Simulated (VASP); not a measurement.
Wanted: the native input for a VASP 6.6.1 run.

```yaml
Task: single point
Functional: PBE
Potentials_or_basis: VASP PAW PBE potentials, release 64 (Zr_sv, Hf_pv, C)
Cutoff: 520 eV
k_mesh: 6 × 6 × 6
Occupations: gaussian, width 0.1 eV
Spin: no spin polarisation
Dipole_correction: no
Further_INCAR_settings: ALGO = Normal; EDIFF = 1e-06; NBANDS = 31
```

The structure of Hf2ZrC3 lies in POSCAR:

```
Hf2ZrC3
1.0
    5.5084150000      0.0000000000      0.0000000000
   -2.7542075000      4.7704273300      0.0000000000
    0.0000000000      0.0000000000      3.3184412600
Zr Hf C
1 2 3
Direct
    0.0000000000      0.0000000000      0.0000000000
    0.3333333300      0.6666666700      0.0000000000
    0.6666666700      0.3333333300      0.0000000000
    0.5000000000      0.0000000000      0.5000000000
    0.5000000000      0.5000000000      0.5000000000
    0.0000000000      0.5000000000      0.5000000000
```

These files were run (other wordings do the same):

INCAR

```
SYSTEM = Hf2ZrC3
ALGO     = Normal         ! electronic algorithm
EDIFF    = 1E-6           ! SCF threshold, eV
ENCUT    = 520            ! plane-wave cutoff, eV
GGA      = PE             ! functional
ISIF     = 2              ! what is computed and relaxed
ISMEAR   = 0              ! smearing method
LASPH    = .TRUE.         ! aspherical terms in the spheres
LCHARG   = .FALSE.        ! write CHGCAR
LREAL    = .FALSE.        ! projectors in reciprocal space
LWAVE    = .FALSE.        ! write WAVECAR
NBANDS   = 31             ! bands
NELM     = 60             ! most SCF steps
PREC     = Accurate       ! precision mode
SIGMA    = 0.1            ! smearing width, eV
```

KPOINTS

```
k-points
0
G
  6 6 6
  0 0 0
```

Potentials or basis: VASP PAW PBE potentials, release 64 (Zr_sv, Hf_pv, C).

The run is started by

```console
$ cat potpaw_PBE.64/Zr_sv/POTCAR potpaw_PBE.64/Hf_pv/POTCAR potpaw_PBE.64/C/POTCAR > POTCAR
$ mpirun -np 1 vasp_std > vasp.out
```

Results of the run:

```json
{
 "Pressure": "-5.8 GPa",
 "Band gap on the k mesh": "zero (band 22 reaches 7.17 eV, above the bottom of band 23 at 5.93 eV)"
}
```

Caveat: spin-orbit coupling is left out, which moves the levels of the heavy elements.

Wall time 2.4 min on 1 thread of AMD EPYC 7R13, on a shared host, peak memory 0.22 GiB.
